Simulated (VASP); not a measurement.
# Li (P6_3/mmc) in VASP: notebook, part 2 of 2

VASP 6.6.1. The steps go on from the part before.

## Step 3: Single point, PBEsol

INCAR

```
PREC = Accurate ; ENCUT = 520
EDIFF = 1E-6 ; ISMEAR = -1
SIGMA = 0.08 ; LREAL = F
LASPH = T ; NELM = 60
ALGO = Normal ; ISIF = 2
LWAVE = F ; LCHARG = T
GGA = PS ; LELF = T
LVHAR = T ; NBANDS = 10
```

KPOINTS

```
regular mesh
0
Gamma
  15 15 8
```

POSCAR

```
Li
1.0
    3.1110021516      0.0000000000      0.0000000000
   -1.5555010758      2.6942068945      0.0000000000
    0.0000000000      0.0000000000      5.0930000000
Li
2
Direct
    0.3333333333      0.6666666667      0.2500000000
    0.6666666667      0.3333333333      0.7500000000
```

Potentials or basis: VASP PAW PBE potentials, release 64 (Li_sv).

Started as:

```
$ cat potpaw_PBE.64/Li_sv/POTCAR > POTCAR
$ mpirun -np 1 vasp_std > vasp.out
```

OUTCAR:

```text
PREC = Accurate
   ENCUT = 520
   EDIFF = 1E-6
   ISMEAR = -1
   LREAL = F
   LASPH = T
   NELM = 60
   ISIF = 2
   GGA = PS

 ion  position               nearest neighbor table
   1  0.333  0.667  0.250-
   2  0.667  0.333  0.750-

  LATTYP: Found a hexagonal cell.
 ALAT       =     3.1110021516
 C/A-ratio  =     1.6370930497

  Lattice vectors:

 A1 = (   3.1110021516,   0.0000000000,   0.0000000000)
 A2 = (  -1.5555010758,   2.6942068945,   0.0000000000)
 A3 = (   0.0000000000,   0.0000000000,   5.0930000000)

Analysis of symmetry for initial positions (statically):
=====================================================================
 Subroutine PRICEL returns:
 Original cell was already a primitive cell.

 Routine SETGRP: Setting up the symmetry group for a
 hexagonal supercell.

 Subroutine GETGRP returns: Found 24 space group operations
 (whereof 12 operations were pure point group operations)
 out of a pool of 24 trial point group operations.

The static configuration has the point symmetry D_3d.
 The point group associated with its full space group is D_6h.

Analysis of symmetry for dynamics (positions and initial velocities):
=====================================================================
 Subroutine PRICEL returns:
 Original cell was already a primitive cell.

 Routine SETGRP: Setting up the symmetry group for a
 hexagonal supercell.

 Subroutine GETGRP returns: Found 24 space group operations
 (whereof 12 operations were pure point group operations)
 out of a pool of 24 trial point group operations.

The dynamic configuration has the point symmetry D_3d.
 The point group associated with its full space group is D_6h.

 Subroutine INISYM returns: Found 24 space group operations
 (whereof 12 operations are pure point group operations),
 and found     1 'primitive' translations

----------------------------------------------------------------------------------------

                                     Primitive cell

  volume of cell :      42.6879

  direct lattice vectors                    reciprocal lattice vectors
     3.111002152  0.000000000  0.000000000     0.321439829  0.185583372  0.000000000
    -1.555501076  2.694206895  0.000000000     0.000000000  0.371166744  0.000000000
     0.000000000  0.000000000  5.093000000     0.000000000  0.000000000  0.196347929

  length of vectors
     3.111002152  3.111002152  5.093000000     0.371166744  0.371166744  0.196347929

  position of ions in fractional coordinates (direct lattice)
     0.333333333  0.666666667  0.250000000
     0.666666667  0.333333333  0.750000000

  ion indices of the primitive-cell ions
   primitive index   ion index
                 1           1
                 2           2

----------------------------------------------------------------------------------------

 KPOINTS: regular mesh

Automatic generation of k-mesh.
 Grid dimensions read from file:
 generate k-points for:   15   15    8

 Generating k-lattice:

  Cartesian coordinates                     Fractional coordinates (reciprocal lattice)
     0.021429322  0.012372225  0.000000000     0.066666667  0.000000000  0.000000000
     0.000000000  0.024744450  0.000000000     0.000000000  0.066666667  0.000000000
     0.000000000  0.000000000  0.024543491     0.000000000  0.000000000  0.125000000

  Length of vectors
     0.024744450  0.024744450  0.024543491

  Shift w.r.t. Gamma in fractional coordinates (k-lattice)
     0.000000000  0.000000000  0.000000000

 Subroutine IBZKPT returns following result:
 ===========================================

 Found    135 irreducible k-points:

 Following reciprocal coordinates:
            Coordinates               Weight
  0.000000  0.000000  0.000000      1.000000
  0.066667  0.000000  0.000000      6.000000
  0.133333 -0.000000  0.000000      6.000000
  0.200000 -0.000000  0.000000      6.000000
  0.266667 -0.000000  0.000000      6.000000
  0.333333 -0.000000  0.000000      6.000000
[... 16 lines left out ...]
  0.333333  0.200000  0.000000     12.000000
  0.400000  0.200000  0.000000      6.000000
 [... further k-points ...]
   k-points           NKPTS =    135   k-points in BZ     NKDIM =    135   number of bands    NBANDS=     10
   number of dos      NEDOS =    301   number of ions     NIONS =      2
   total plane-waves  NPLWV =  23040
   dimension x,y,z NGX =    24 NGY =   24 NGZ =   40
   dimension x,y,z NGXF=    48 NGYF=   48 NGZF=   80
   ions per type =               2
   NGX,Y,Z   is equivalent  to a cutoff of  12.83, 12.83, 13.06 a.u.
   NGXF,Y,Z  is equivalent  to a cutoff of  25.65, 25.65, 26.11 a.u.
 SYSTEM =  unknown system
   PREC   = accura    normal or accurate (medium, high low for compatibility)
   ISTART =      0    job   : 0-new  1-cont  2-samecut
   ICHARG =      2    charge: 1-file 2-atom 10-const
   ISPIN  =      1    spin polarized calculation?
   LNONCOLLINEAR =      F non collinear calculations
   LSORBIT =      F    spin-orbit coupling
   LASPH  =      T    aspherical Exc in radial PAW
   ENCUT  =  520.0 eV  38.22 Ry    6.18 a.u.   5.78  5.78  9.47*2*pi/ulx,y,z
   NELM   =     60;   NELMIN=  2; NELMDL= -5     # of ELM steps
   EDIFF  = 0.1E-05   stopping-criterion for ELM
   LREAL  =      F    real-space projection
[... 7 lines left out ...]
   TEBEG  =    0.0;   TEEND  =   0.0 temperature during run
   PSTRESS=    0.0 pullay stress
   NELECT =       6.0000    total number of electrons
   NUPDOWN=      -1.0000    fix difference up-down
   EMIN   =  10.00;   EMAX   =-10.00  energy-range for DOS
   EFERMI =   0.00;   METHOD = LEGACY
   ISMEAR =    -1;   SIGMA  =   0.08  broadening in eV -4-tet -1-fermi 0-gaus
   EFERMI_NEDOS =   21; number of points for ismear=-14 and -15
   IALGO  =     38    algorithm
   IMIX   =      4    mixing-type and parameters
     AMIX     =   0.40;   BMIX     =  1.00
     AMIX_MAG =   1.60;   BMIX_MAG =  1.00
  volume/ion in A,a.u.               =      21.34       144.04
  Fermi-wavevector in a.u.,A,eV,Ry     =   0.851184  1.608505  9.857621  0.724515
  Thomas-Fermi vector in A             =   1.967278
   LORBIT       =      0    0 simple, 1 ext, 2 COOP (PROOUT), +10 PAW based schemes
   GGA     = PS    functional components
   LHFCALC =     F    Hartree Fock is set to
   AEXX    =    0.0000 exact exchange contribution
   IVDW    =     0    specifies the selected vdW correction
   LEPSILON=     F    determine dielectric tensor
   LRPA    =     F    only Hartree local field effects (RPA)
 non-spin polarized calculation
  energy-cutoff  :      520.00
  volume of cell :       42.69
 maximum number of plane-waves:      1182
 NGX is ok and might be reduce to    24
   NGX = 11   NGY = 11   NGZ = 19

 number of electron       5.9999990 magnetization

 Free energy of the ion-electron system (eV)
  ---------------------------------------------------
  ext. energy  EPLUGINS =         0.00000000
  ---------------------------------------------------
  free energy    TOTEN  =        -3.93993294 eV

  energy without entropy =       -3.91838940  energy(sigma->0) =       -3.92916117

 E-fermi :   0.4880     XC(G=0):  -6.8929

 val. band max:        0.4858438081   @ k =   0.4667   0.0667   0.0000
 cond. band min:       0.4955125753   @ k =   0.4000  -0.0000   0.5000
 fundamental gap:      0.0096687671
 Fermi energy:         0.4879997293

 k-point     1 :       0.0000    0.0000    0.0000
  band No.  band energies     occupation
      1     -45.5151      2.00000
      2     -45.4999      2.00000
      3      -3.0006      2.00000
      4       0.4783      1.06076
      5       3.2360      0.00000
      6      12.5485      0.00000
      7      12.5485      0.00000
      8      13.8982      0.00000
      9      13.8983      0.00000
     10      14.4261      0.00000

 k-point     2 :       0.0667    0.0000    0.0000
  band No.  band energies     occupation
      1     -45.5145      2.00000
      2     -45.4995      2.00000
      3      -2.9314      2.00000
      4       0.5686      0.53511
      5       3.2653      0.00000
      6      11.7861      0.00000
      7      12.0235      0.00000
      8      13.8749      0.00000
      9      14.2252      0.00000
     10      14.3568      0.00000
[... 274 lines left out ...]
 k-point    24 :       0.4000    0.2000    0.0000
  band No.  band energies     occupation
      1     -45.4979      2.00000
      2     -45.4949      2.00000
      3       0.9948      0.00354
      4       1.9272      0.00000
      5       4.6667      0.00000
      6       5.6238      0.00000
      7       6.5201      0.00000
      8       6.6504      0.00000
      9      10.1381      0.00000
     10      10.5620      0.00000

 [... further k-points ...]
[... 5 lines left out ...]
  --------------------------------------------------------------------------------------
  -------------------------------------------------------------------------------------
  Total       -0.1984954     -0.1984954     -0.2014056      0.0000000      0.0000000      0.0000000
  in kB       -7.4499959     -7.4499959     -7.5592221      0.0000000      0.0000000      0.0000000
  external PRESSURE =      -7.4864047 kB  Pullay stress =       0.0000000 kB

 VOLUME and BASIS-vectors are now :
 -----------------------------------------------------------------------------
  energy-cutoff  :      520.00
  volume of cell :       42.69
      direct lattice vectors                 reciprocal lattice vectors
     3.111002152  0.000000000  0.000000000     0.321439829  0.185583372  0.000000000
    -1.555501076  2.694206895  0.000000000     0.000000000  0.371166744  0.000000000
     0.000000000  0.000000000  5.093000000     0.000000000  0.000000000  0.196347929

 POSITION                                       TOTAL-FORCE (eV/Angst)
 -----------------------------------------------------------------------------------
     -0.00000      1.79614      1.27325        -0.000000      0.000000      0.000000
      1.55550      0.89807      3.81975         0.000000     -0.000000      0.000000
 -----------------------------------------------------------------------------------
    total drift:                               -0.000000      0.000000      0.000000

  FREE ENERGIE OF THE ION-ELECTRON SYSTEM (eV)
  ---------------------------------------------------
  free  energy   TOTEN  =        -3.9399329358 eV

  energy  without entropy=       -3.9183894016  energy(sigma->0) =       -3.92916117
```

stdout:

```text
POSCAR found type information on POSCAR Li
 POSCAR found :  1 types and       2 ions
 scaLAPACK will be used
 -----------------------------------------------------------------------------
|                                                                             |
|                                                                             |
|     You enforced a specific xc type in the INCAR file but a different       |
|     I HOPE YOU KNOW WHAT YOU ARE DOING!                                     |
|                                                                             |
 -----------------------------------------------------------------------------

 LDA part: xc-table for (Slater+PW92), standard interpolation
 POSCAR, INCAR and KPOINTS ok, starting setup
 FFT: planning ... GRIDC
 FFT: planning ... GRID_SOFT
 FFT: planning ... GRID
 WAVECAR not read
 entering main loop
```

Run time: 12 s. Hardware: 1 thread of Intel Xeon 6975P-C (Granite Rapids), shared host; peak memory 0.17 GiB.

Results:

```yaml
Free_energy: -3.9399 eV
Band_gap_on_the_k_mesh: zero (band 3 reaches 2.60 eV, above the bottom of band 4 at -1.91 eV)
```

Levels at points of the mesh, in eV from the Fermi level:
```tsv
k point	band 1	band 2	band 3	band 4	band 5	band 6	band 7	band 8
(0.00, 0.00, 0.00)	-46.00	-45.99	-3.49	-0.01	2.75	12.06	12.06	13.41
(0.00, 0.00, 0.50)	-46.00	-46.00	-2.40	-2.40	7.66	7.66	12.94	12.94
```

Caveat: the cutoff is under 1.25 times the usual one of these potentials, so pressure, stress and relaxed cells hold a basis-set (Pulay) error; the PAW data sets were made with another functional, which shifts forces and pressure a little.

## Step 4: Single point, PBE (volume scaled by 0.94)

INCAR

```
SYSTEM = Li
PREC     = Accurate       ! precision mode
ENCUT    = 520            ! plane-wave cutoff, eV
EDIFF    = 1E-6           ! SCF threshold, eV
ISMEAR   = -1             ! smearing method
SIGMA    = 0.08           ! smearing width, eV
LREAL    = .FALSE.        ! projectors in reciprocal space
LASPH    = .TRUE.         ! aspherical terms in the spheres
NELM     = 100            ! most SCF steps
ALGO     = Normal         ! electronic algorithm
ISIF     = 2              ! what is computed and relaxed
LWAVE    = .FALSE.        ! write WAVECAR
LCHARG   = .FALSE.        ! write CHGCAR
GGA      = PE             ! functional
NBANDS   = 10             ! bands
```

KPOINTS

```
Automatic mesh
0
G
  15 15 8
  0 0 0
```

POSCAR

```
Li
1.0
    3.0474944919      0.0000000000      0.0000000000
   -1.5237472460      2.6392076479      0.0000000000
    0.0000000000      0.0000000000      4.9890320517
Li
2
Direct
    0.3333333333      0.6666666667      0.2500000000
    0.6666666667      0.3333333333      0.7500000000
```

Potentials or basis: VASP PAW PBE potentials, release 64 (Li_sv).

Started as:

```
$ cat potpaw_PBE.64/Li_sv/POTCAR > POTCAR
$ mpirun -np 1 vasp_std > vasp.out
```

OUTCAR:

```text
SYSTEM = Li
   PREC = Accurate
   ENCUT = 520
   EDIFF = 1E-6
   ISMEAR = -1
   LREAL = .FALSE.
   LASPH = .TRUE.
   NELM = 100
   ISIF = 2
   GGA = PE

 ion  position               nearest neighbor table
   1  0.333  0.667  0.250-
   2  0.667  0.333  0.750-

  LATTYP: Found a hexagonal cell.
 ALAT       =     3.0474944919
 C/A-ratio  =     1.6370930497

  Lattice vectors:

 A1 = (   3.0474944919,   0.0000000000,   0.0000000000)
 A2 = (  -1.5237472460,   2.6392076479,   0.0000000000)
[... 490 lines left out ...]
      5       4.9922      0.00000
      6       5.9905      0.00000
      7       6.9505      0.00000
      8       7.0505      0.00000
      9      10.8365      0.00000
     10      11.1234      0.00000

 [... further k-points ...]
[... 5 lines left out ...]
  --------------------------------------------------------------------------------------
  -------------------------------------------------------------------------------------
  Total        0.0127401      0.0127401      0.0158550     -0.0000000     -0.0000000      0.0000000
  in kB        0.5086877      0.5086877      0.6330568     -0.0000000     -0.0000000      0.0000000
  external PRESSURE =       0.5501441 kB  Pullay stress =       0.0000000 kB

 VOLUME and BASIS-vectors are now :
 -----------------------------------------------------------------------------
  energy-cutoff  :      520.00
  volume of cell :       40.13
      direct lattice vectors                 reciprocal lattice vectors
     3.047494492  0.000000000  0.000000000     0.328138411  0.189450800  0.000000000
    -1.523747246  2.639207648  0.000000000     0.000000000  0.378901600  0.000000000
     0.000000000  0.000000000  4.989032052     0.000000000  0.000000000  0.200439682

 POSITION                                       TOTAL-FORCE (eV/Angst)
 -----------------------------------------------------------------------------------
     -0.00000      1.75947      1.24726        -0.000000     -0.000000      0.000000
      1.52375      0.87974      3.74177         0.000000      0.000000      0.000000
 -----------------------------------------------------------------------------------
    total drift:                               -0.000000      0.000000     -0.000000

  FREE ENERGIE OF THE ION-ELECTRON SYSTEM (eV)
  ---------------------------------------------------
  free  energy   TOTEN  =        -3.8215231978 eV

  energy  without entropy=       -3.8004628629  energy(sigma->0) =       -3.81099303
```

OSZICAR:

```text
N       E                     dE             d eps       ncg     rms          rms(c)
DAV:   1     0.178915347827E+02    0.17892E+02   -0.32784E+03  2700   0.568E+02
DAV:   2    -0.861188370909E+00   -0.18753E+02   -0.18196E+02  3390   0.110E+02
DAV:   3    -0.378469111753E+01   -0.29235E+01   -0.29033E+01  4596   0.328E+01
DAV:   4    -0.382448932559E+01   -0.39798E-01   -0.39752E-01  3464   0.446E+00
DAV:   5    -0.382489577041E+01   -0.40644E-03   -0.40641E-03  3598   0.414E-01    0.303E-01
DAV:   6    -0.382258207930E+01    0.23137E-02   -0.65020E-04  4704   0.113E-01    0.173E-01
DAV:   7    -0.382153300524E+01    0.10491E-02   -0.13494E-03  5010   0.164E-01    0.390E-02
DAV:   8    -0.382153367956E+01   -0.67432E-06   -0.19492E-05  3068   0.390E-02    0.198E-03
DAV:   9    -0.382152638457E+01    0.72950E-05   -0.99411E-07  3466   0.103E-02    0.582E-04
DAV:  10    -0.382152334856E+01    0.30360E-05   -0.59544E-08  1664   0.237E-03    0.107E-04
DAV:  11    -0.382152319783E+01    0.15073E-06   -0.14186E-08  1542   0.111E-03
   1 F= -.38215232E+01 E0= -.38109930E+01  d E =-.210603E-01
```

stdout:

```text
POSCAR found type information on POSCAR Li
 POSCAR found :  1 types and       2 ions
 scaLAPACK will be used
 LDA part: xc-table for (Slater+PW92), standard interpolation
 POSCAR, INCAR and KPOINTS ok, starting setup
 FFT: planning ... GRIDC
 FFT: planning ... GRID_SOFT
 FFT: planning ... GRID
 WAVECAR not read
 entering main loop
```

Wall time 21 s (1 thread of Intel Xeon Platinum 8488C (Sapphire Rapids), shared host); peak memory 0.17 GiB.

What came out:

```yaml
Free_energy: -3.8215 eV
Band_gap_on_the_k_mesh: zero (band 3 reaches 2.83 eV, above the bottom of band 4 at -1.81 eV)
```

Caveat: the cutoff is under 1.25 times the usual one of these potentials, so pressure, stress and relaxed cells hold a basis-set (Pulay) error.

## Step 5: Overview

| level | potentials or basis | cell | gap on the mesh (eV) |
| --- | --- | --- | --- |
| LDA | VASP PAW LDA potentials, release 64 (Li_sv) | a = 3.111, b = 3.111, c = 5.093 Å, angles 90.0, 90.0, 120.0°, 2 atoms | none |
| PBEsol | VASP PAW PBE potentials, release 64 (Li_sv) | a = 3.111, b = 3.111, c = 5.093 Å, angles 90.0, 90.0, 120.0°, 2 atoms | none |
| PBE | VASP PAW PBE potentials, release 64 (Li_sv) | a = 3.047, b = 3.047, c = 4.989 Å, angles 90.0, 90.0, 120.0°, 2 atoms | none |

Alike in all rows: task single point; no spin polarisation; k mesh 15 × 15 × 8; cutoff (eV) 520; smearing fermi-dirac 0.08 eV.

Caveats: the cutoff is under 1.25 times the usual one of these potentials, so pressure, stress and relaxed cells hold a basis-set (Pulay) error; the PAW data sets were made with another functional, which shifts forces and pressure a little (some runs).

Absolute energies hang on the potentials; compare differences alone.
